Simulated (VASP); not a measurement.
P, 1 atom in the cell. It takes space group Im-3m (No. 229, cubic). Conventional cell: a = 3.316 Å, b = 3.316 Å, c = 3.316 Å, α = 90.00°, β = 90.00°, γ = 90.00°. P (site symmetry m-3m) has 14 P at 2.87 to 3.32 Å within 3.8 Å.  This cell differs from its parent crystal: volume scaled by 1.12.

```yaml
Program: VASP 6.6.1
Task: single point
Functional: BLYP
Potentials_or_basis: VASP PAW PBE potentials, release 64 (P)
Cutoff: 520 eV
k_mesh: 16 × 16 × 16
Occupations: fermi-dirac, width 0.1 eV
Spin: no spin polarisation
Dipole_correction: no
Further_INCAR_settings: ALGO = Normal; EDIFF = 1e-06; NBANDS = 8
```

Potentials or basis: VASP PAW PBE potentials, release 64 (P).

The run is started by

```console
$ cat potpaw_PBE.64/P/POTCAR > POTCAR
$ mpirun -np 1 vasp_std > vasp.out
```

Hardware: 1 thread of Intel(R) Xeon(R) 6975P-C (Granite Rapids) (shared host).

Task: How long does it take, and how much memory?

Result: Wall time 7.5 s on 1 thread of Intel(R) Xeon(R) 6975P-C (Granite Rapids), with other jobs on the host, peak memory 0.13 GiB. Counts: scf iterations 10, k points 145.
